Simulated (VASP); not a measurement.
# CoBrO (P-6m2) in VASP: relaxation of cell and atoms with PBE

Aim: the relaxation of cell and atoms of CoBrO with PBE.

Everything below comes from runs of VASP 6.6.1. Logs are shortened: lines on timing, memory, paths and dates and some standing lists are left out, and cuts for length are marked.

**1. The cell of the first run**

The structure is hexagonal, space group P-6m2 (No. 187). Conventional cell: a = 3.942 Å, b = 3.942 Å, c = 4.705 Å, α = 90.00°, β = 90.00°, γ = 120.00°. Co (site symmetry -6m2) has 3 O at 2.28 Å within 3.0 Å. Within 4.3 Å of Br (site symmetry -6m2) lie 6 Co at 3.27 Å and 6 O at 3.27 Å and 6 Br at 3.94 Å. Within 3.0 Å of O (site symmetry -6m2) lie 3 Co at 2.28 Å.

The cell was built from a structure type or drawn by symmetry, and may not be a known phase.

**2. Relaxation of cell and atoms, PBE, collinear spin, ferromagnetic start**

INCAR reads:

```
SYSTEM = CoBrO
PREC     = Accurate       ! precision mode
ENCUT    = 600            ! plane-wave cutoff, eV
EDIFF    = 1E-6           ! SCF threshold, eV
ISMEAR   = 0              ! smearing method
SIGMA    = 0.1            ! smearing width, eV
LREAL    = .False.        ! projectors in reciprocal space
LASPH    = .True.         ! aspherical terms in the spheres
NELM     = 150            ! most SCF steps
ALGO     = Normal         ! electronic algorithm
ISIF     = 3              ! what is computed and relaxed
LWAVE    = .False.        ! write WAVECAR
LCHARG   = .False.        ! write CHGCAR
ISPIN    = 2              ! spin polarisation
MAGMOM   = 3 0 0          ! initial moments
LORBIT   = 11             ! projections on sites
LMAXMIX  = 4              ! l up to which the mixer works
GGA      = PE             ! functional
IBRION   = 2              ! ionic algorithm
NSW      = 90             ! ionic steps
EDIFFG   = -0.04          ! ionic threshold
```

KPOINTS reads:

```
Automatic mesh
0
Gamma
  6 6 4
  0 0 0
```

POSCAR reads:

```
CoBrO
1.0
    3.9419516100      0.0000000000      0.0000000000
   -1.9709758100      3.4138302400      0.0000000000
    0.0000000000      0.0000000000      4.7045880600
Co Br O
1 1 1
Direct
    0.6666666700      0.3333333300      0.5000000000
    0.0000000000      0.0000000000      0.0000000000
    0.3333333300      0.6666666700      0.5000000000
```

Potentials or basis: VASP PAW PBE potentials, release 64 (Co, Br, O).

The run is started by

```
> cat potpaw_PBE.64/Co/POTCAR potpaw_PBE.64/Br/POTCAR potpaw_PBE.64/O/POTCAR > POTCAR
> mpirun -np 1 vasp_std > vasp.out
```

OUTCAR:

```text
SYSTEM = CoBrO
   PREC = Accurate
   ENCUT = 600
   EDIFF = 1E-6
   ISMEAR = 0
   LREAL = .False.
   LASPH = .True.
   NELM = 150
   ISIF = 3
   ISPIN = 2
   LORBIT = 11
   GGA = PE
   IBRION = 2
   NSW = 90
   EDIFFG = -0.04

 ion  position               nearest neighbor table
   1  0.667  0.333  0.500-   3 2.28   3 2.28   3 2.28
   2  0.000  0.000  0.000-
   3  0.333  0.667  0.500-   1 2.28   1 2.28   1 2.28

  LATTYP: Found a hexagonal cell.
 ALAT       =     3.9419516100
 C/A-ratio  =     1.1934667204

  Lattice vectors:

 A1 = (   3.9419516100,   0.0000000000,   0.0000000000)
 A2 = (  -1.9709758100,   3.4138302400,   0.0000000000)
 A3 = (   0.0000000000,   0.0000000000,   4.7045880600)

Analysis of symmetry for initial positions (statically):
=====================================================================
 Subroutine PRICEL returns:
 Original cell was already a primitive cell.

 Routine SETGRP: Setting up the symmetry group for a
 hexagonal supercell.

 Subroutine GETGRP returns: Found 12 space group operations
 (whereof 12 operations were pure point group operations)
 out of a pool of 24 trial point group operations.

The static configuration has the point symmetry D_3h.

Analysis of symmetry for dynamics (positions and initial velocities):
=====================================================================
 Subroutine PRICEL returns:
 Original cell was already a primitive cell.

 Routine SETGRP: Setting up the symmetry group for a
 hexagonal supercell.

 Subroutine GETGRP returns: Found 12 space group operations
 (whereof 12 operations were pure point group operations)
 out of a pool of 24 trial point group operations.

The dynamic configuration has the point symmetry D_3h.

Analysis of structural, dynamic, and magnetic symmetry:
=====================================================================
 Subroutine PRICEL returns:
 Original cell was already a primitive cell.

 Routine SETGRP: Setting up the symmetry group for a
 hexagonal supercell.

 Subroutine GETGRP returns: Found 12 space group operations
 (whereof 12 operations were pure point group operations)
 out of a pool of 24 trial point group operations.

The overall configuration has the point symmetry D_3h.

 Subroutine INISYM returns: Found 12 space group operations
 (whereof 12 operations are pure point group operations),
 and found     1 'primitive' translations

----------------------------------------------------------------------------------------

                                     Primitive cell

  volume of cell :      63.3104

  direct lattice vectors                    reciprocal lattice vectors
     3.941951610  0.000000000  0.000000000     0.253681450  0.146463054  0.000000000
    -1.970975810  3.413830240  0.000000000     0.000000000  0.292926106  0.000000000
     0.000000000  0.000000000  4.704588060     0.000000000  0.000000000  0.212558461

  length of vectors
     3.941951610  3.941951617  4.704588060     0.292926107  0.292926106  0.212558461

  position of ions in fractional coordinates (direct lattice)
     0.666666670  0.333333330  0.500000000
     0.000000000  0.000000000  0.000000000
     0.333333330  0.666666670  0.500000000

  ion indices of the primitive-cell ions
   primitive index   ion index
                 1           1
                 2           2
                 3           3

----------------------------------------------------------------------------------------

 KPOINTS: Automatic mesh

Automatic generation of k-mesh.
 Grid dimensions read from file:
 generate k-points for:    6    6    4

 Generating k-lattice:

  Cartesian coordinates                     Fractional coordinates (reciprocal lattice)
     0.042280242  0.024410509  0.000000000     0.166666667 -0.000000000  0.000000000
     0.000000000  0.048821018  0.000000000     0.000000000  0.166666667  0.000000000
     0.000000000  0.000000000  0.053139615     0.000000000  0.000000000  0.250000000

  Length of vectors
     0.048821018  0.048821018  0.053139615

  Shift w.r.t. Gamma in fractional coordinates (k-lattice)
     0.000000000  0.000000000  0.000000000

 Subroutine IBZKPT returns following result:
 ===========================================

 Found     21 irreducible k-points:

 Following reciprocal coordinates:
            Coordinates               Weight
  0.000000  0.000000  0.000000      1.000000
  0.166667  0.000000  0.000000      6.000000
  0.333333  0.000000  0.000000      6.000000
  0.500000  0.000000  0.000000      3.000000
  0.166667  0.166667  0.000000      6.000000
  0.333333  0.166667  0.000000     12.000000
[... 13 lines left out ...]
  0.333333  0.166667  0.500000     12.000000
  0.333333  0.333333  0.500000      2.000000
   k-points           NKPTS =     21   k-points in BZ     NKDIM =     21   number of bands    NBANDS=     17
   number of dos      NEDOS =    301   number of ions     NIONS =      3
   total plane-waves  NPLWV =  40960
   dimension x,y,z NGX =    32 NGY =   32 NGZ =   40
   dimension x,y,z NGXF=    64 NGYF=   64 NGZF=   80
   ions per type =               1   1   1
   NGX,Y,Z   is equivalent  to a cutoff of  13.50, 13.50, 14.13 a.u.
   NGXF,Y,Z  is equivalent  to a cutoff of  26.99, 26.99, 28.27 a.u.
 SYSTEM =  CoBrO
   PREC   = accura    normal or accurate (medium, high low for compatibility)
   ISTART =      0    job   : 0-new  1-cont  2-samecut
   ICHARG =      2    charge: 1-file 2-atom 10-const
   ISPIN  =      2    spin polarized calculation?
   LNONCOLLINEAR =      F non collinear calculations
   LSORBIT =      F    spin-orbit coupling
   LASPH  =      T    aspherical Exc in radial PAW
   ENCUT  =  600.0 eV  44.10 Ry    6.64 a.u.   7.87  7.87  9.40*2*pi/ulx,y,z
   NELM   =    150;   NELMIN=  2; NELMDL= -5     # of ELM steps
   EDIFF  = 0.1E-05   stopping-criterion for ELM
   LREAL  =      F    real-space projection
   EDIFFG = -.4E-01   stopping-criterion for IOM
   NSW    =     90    number of steps for IOM
   IBRION =      2    ionic relax: 0-MD 1-quasi-New 2-CG
   NFREE  =      1    steps in history (QN), initial steepest desc. (CG)
   ISIF   =      3    stress and relaxation
   ISYM   =      2    0-nonsym 1-usesym 2-fastsym
   POTIM  = 0.5000    time-step for ionic-motion
   TEBEG  =    0.0;   TEEND  =   0.0 temperature during run
   PSTRESS=    0.0 pullay stress
   NELECT =      22.0000    total number of electrons
   NUPDOWN=      -1.0000    fix difference up-down
   EMIN   =  10.00;   EMAX   =-10.00  energy-range for DOS
   EFERMI =   0.00;   METHOD = LEGACY
   ISMEAR =     0;   SIGMA  =   0.10  broadening in eV -4-tet -1-fermi 0-gaus
   EFERMI_NEDOS =   21; number of points for ismear=-14 and -15
   IALGO  =     38    algorithm
   IMIX   =      4    mixing-type and parameters
     AMIX     =   0.40;   BMIX     =  1.00
     AMIX_MAG =   1.60;   BMIX_MAG =  1.00
  volume/ion in A,a.u.               =      21.10       142.41
  Fermi-wavevector in a.u.,A,eV,Ry     =   1.150953  2.174985 18.023529  1.324692
  Thomas-Fermi vector in A             =   2.287613
   LORBIT       =     11    0 simple, 1 ext, 2 COOP (PROOUT), +10 PAW based schemes
   GGA     = PE    functional components
   LHFCALC =     F    Hartree Fock is set to
   AEXX    =    0.0000 exact exchange contribution
   IVDW    =     0    specifies the selected vdW correction
   LEPSILON=     F    determine dielectric tensor
   LRPA    =     F    only Hartree local field effects (RPA)
 conjugate gradient relaxation of ions
 spin polarized calculation
 Gauss-broadening in eV      SIGMA  =   0.10
  energy-cutoff  :      600.00
  volume of cell :       63.31
 maximum number of plane-waves:      2142
 NGX is ok and might be reduce to    32
   NGX = 15   NGY = 15   NGZ = 19

--------------------------------------- Ionic step        1  -------------------------------------------

 number of electron      21.9999999 magnetization       4.0000300

 Free energy of the ion-electron system (eV)
  ---------------------------------------------------
  ext. energy  EPLUGINS =         0.00000000
  ---------------------------------------------------
  free energy    TOTEN  =       -12.51518625 eV

  energy without entropy =      -12.48644775  energy(sigma->0) =      -12.50081700

------------------------ aborting loop because EDIFF is reached ----------------------------------------

  FORCE on cell =-STRESS in cart. coord.  units (eV):
  Direction    XX          YY          ZZ          XY          YZ          ZX
  --------------------------------------------------------------------------------------
  -------------------------------------------------------------------------------------
  Total       -7.5548189     -7.5548189     -2.3755219      0.0000000      0.0000000     -0.0000000
  in kB     -191.1876471   -191.1876477    -60.1166562      0.0000003      0.0000000     -0.0000000
  external PRESSURE =    -147.4973170 kB  Pullay stress =       0.0000000 kB
[... 932 lines left out ...]
      1     -13.9001      1.00000
      2      -9.2352      1.00000
      3      -1.0839      1.00000
      4      -0.9077      1.00000
      5      -0.3371      1.00000
      6       0.8161      1.00000
[... 9 lines left out ...]
     16      13.9623      0.00000
     17      16.0408      0.00000

[... ionic steps 4 to 8 ...]

--------------------------------------- Ionic step        9  -------------------------------------------

 number of electron      22.0000005 magnetization       3.3812969

------------------------ aborting loop because EDIFF is reached ----------------------------------------

  FORCE on cell =-STRESS in cart. coord.  units (eV):
  Direction    XX          YY          ZZ          XY          YZ          ZX
  --------------------------------------------------------------------------------------
  -------------------------------------------------------------------------------------
  Total       -0.5541339     -0.5541339      0.3570917      0.0000000      0.0000000      0.0000000
  in kB      -17.4449597    -17.4449597     11.2417771      0.0000000      0.0000000      0.0000000
  external PRESSURE =      -7.8827141 kB  Pullay stress =       0.0000000 kB
[... 911 lines left out ...]
  energy  without entropy=      -14.3632897908  energy(sigma->0) =      -14.36867894

--------------------------------------- Ionic step       11  -------------------------------------------

 number of electron      21.9999998 magnetization       3.3067785

 Free energy of the ion-electron system (eV)
  ---------------------------------------------------
  ext. energy  EPLUGINS =         0.00000000
  ---------------------------------------------------
  free energy    TOTEN  =       -14.37728241 eV

  energy without entropy =      -14.36618464  energy(sigma->0) =      -14.37173352

 E-fermi :   3.2263     XC(G=0):  -9.9685

 val. band max:        3.2080252728   @ k =   0.1667   0.0000   0.2500
 cond. band min:       3.2301759413   @ k =   0.1667   0.0000   0.5000
 fundamental gap:      0.0221506685
 Fermi energy:         3.2262713463

 spin component 1

 k-point     1 :       0.0000    0.0000    0.0000
  band No.  band energies     occupation
      1     -16.1330      1.00000
      2     -11.8017      1.00000
      3      -3.4238      1.00000
      4      -3.4238      1.00000
      5      -1.9503      1.00000
      6      -0.0093      1.00000
[... 862 lines left out ...]
  FREE ENERGIE OF THE ION-ELECTRON SYSTEM (eV)
  ---------------------------------------------------
  free  energy   TOTEN  =       -14.3772824119 eV

  energy  without entropy=      -14.3661846371  energy(sigma->0) =      -14.37173352

 reached required accuracy - stopping structural energy minimisation

 total charge

# of ion       s       p       d       tot
------------------------------------------
    1        0.363   0.441   7.113   7.916
    2        1.638   3.092   0.017   4.748
    3        1.561   3.430   0.000   4.991
--------------------------------------------------
tot          3.562   6.964   7.130  17.655

 magnetization (x)

# of ion       s       p       d       tot
------------------------------------------
    1        0.051   0.049   2.447   2.546
    2        0.007   0.197   0.000   0.204
    3        0.016   0.361   0.000   0.378
--------------------------------------------------
tot          0.074   0.607   2.447   3.129
```

Wall time 13 min (1 thread of Intel Xeon Platinum 8175M at 2.50GHz (Skylake/Cascade Lake), shared host); peak memory 0.26 GiB.

Results:

| Item | Value |
| --- | --- |
| Free energy | -14.3773 eV |
| Relaxed volume | 17.21 Å³/atom |
| Relaxed cell | a = 3.226 Å, b = 3.226 Å, c = 5.727 Å, α = 90.00°, β = 90.00°, γ = 120.00° |
| Space group after relaxing (to 0.1 Å) | P-6m2 (No. 187) |
| Energy gained by relaxing | 620.7 meV/atom |
| Ionic steps | 11 |
| Pressure after relaxing | -0.2 GPa |
| Net moment | 3.31 μB per cell |
| Site moments | Co +2.55; Br +0.20; O +0.38 μB |
| Valence electrons inside the program's atomic spheres | Co 7.92; Br 4.75; O 4.99 |

Step by step:
```
step  energy change (eV)  largest force (eV/Å)  pressure (GPa)  volume (Å³)
   1              0.0000                0.0000          -14.75        63.31
   2             -1.4515                0.0000           -3.12        47.00
   3             -1.4978                0.0000            1.53        44.84
   4             -1.4986                0.0000            2.25        44.51
   5             -1.5989                0.0000            2.56        45.03
   6             -1.7695                0.0000            5.79        46.09
   7             -1.8450                0.0000            0.63        49.64
   8             -1.8500                0.0000           -1.18        51.19
   9             -1.8501                0.0000           -0.79        50.89
  10             -1.8589                0.0000           -0.53        51.30
  11             -1.8621                0.0000           -0.17        51.63
```

Final structure:
```
Co Br O
1.0
     3.22634    0.00000    0.00000
    -1.61317    2.79409    0.00000
     0.00000    0.00000    5.72720
Co Br O
1 1 1
Cartesian
  1.6132 0.9314 2.8636
  0.0000 0.0000 0.0000
  0.0000 1.8627 2.8636
```

Caveat: the volume moved by over 15 % at a fixed basis, so the end points are rough; a cell with one magnetic atom can't hold antiferromagnetic order, which such compounds often take; semilocal functionals often make such compounds metallic where correlation or magnetic order opens a gap, which also shifts bond lengths.
